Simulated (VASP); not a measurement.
Ta:

```
Ta
1.0
    -2.31751    2.31751    1.26299
     2.31751   -2.31751    1.26299
     2.31751    2.31751   -1.26299
Ta
2
Direct
  0.62500 0.87500 0.75000
  0.37500 0.12500 0.25000
```

Base run:

| Property | Result |
| --- | --- |
| Program | VASP 6.6.1 |
| Functional | PBE |
| Potentials or basis | VASP PAW PBE potentials, release 64 (Ta_pv) |
| Cutoff | 520 eV |
| k mesh | 17 × 17 × 17 |
| Occupations | fermi-dirac, width 0.1 eV |
| Spin | no spin polarisation |

Its results: band gap on the k mesh zero (band 11 reaches 9.70 eV, above the bottom of band 12 at 7.74 eV); pressure 122.0 GPa.

Problem. The run is repeated on the same cell with these changes: potentials or basis from VASP PAW PBE potentials, release 64 (Ta_pv) to VASP PAW PBE potentials, release 64 (Ta_sv_GW); cutoff from 520 eV to 500 eV; further incar settings from ALGO = Normal; EDIFF = 1e-06; NBANDS = 18 to ALGO = Normal; EDIFF = 1e-06; NBANDS = 20; valence electrons from 22 to 26. What comes out?

Solution. Band gap on the k mesh zero (band 13 reaches 16.34 eV, above the bottom of band 14 at 14.39 eV); pressure 118.9 GPa.

Caveats: spin-orbit coupling is left out, which moves the levels of the heavy elements.
